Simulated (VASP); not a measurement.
# Se: single point with PBE

Crystal: Se.

```
CELL_PARAMETERS angstrom
4.36620 0.00000 0.00000
-2.18310 3.78124 0.00000
0.00000 0.00000 4.95360
ATOMIC_POSITIONS crystal
Se 0.77894 0.77804 0.00263
Se 0.00918 0.23606 0.65783
Se 0.22781 0.00178 0.32738
```

```
Program                : VASP 6.6.1
Task                   : single point
Functional             : PBE
Potentials or basis    : VASP PAW PBE potentials, release 64 (Se)
Cutoff                 : 520 eV
k mesh                 : 6 × 6 × 5
Occupations            : fermi-dirac, width 0.1 eV
Spin                   : no spin polarisation
Dipole correction      : no
Further INCAR settings : ALGO = Normal; EDIFF = 1e-06; NBANDS = 16
```

- Pressure: 2.7 GPa
- Largest force: 0.651 eV/Å
- Band gap on the k mesh: 1.07 eV (least direct gap 1.40 eV)

Forces on the atoms (eV/Å):
```
Se  -0.321 -0.232 -0.517
Se  -0.223  0.133  0.335
Se   0.544  0.098  0.181
```

Stress tensor (GPa, compression positive):
```
2.73 0.25 0.52
0.25 1.50 1.36
0.52 1.36 3.89
```

Levels at points of the mesh, in eV from the valence-band top:
```csv
k point,band 7,band 8,band 9,band 10,band 11,band 12
"(0.00, 0.00, 0.00)",-2.06,-1.95,-0.39,1.73,1.98,2.24
"(0.50, 0.00, 0.00)",-2.77,-1.67,-0.95,1.83,2.29,4.26
"(0.00, 0.50, 0.00)",-3.00,-1.82,-0.99,2.03,2.41,3.95
"(0.50, 0.50, 0.00)",-2.84,-1.74,-0.96,1.88,2.37,4.15
```

It took 79 s on 1 thread of Intel(R) Xeon(R) Platinum 8259CL CPU @ 2.50GHz (Skylake/Cascade Lake), with other jobs on the host, peak memory 0.24 GiB.

Caveat: an odd mesh through Γ misses points on the zone boundary, where band edges can lie. As with any semilocal functional, this PBE gap is likely too small.
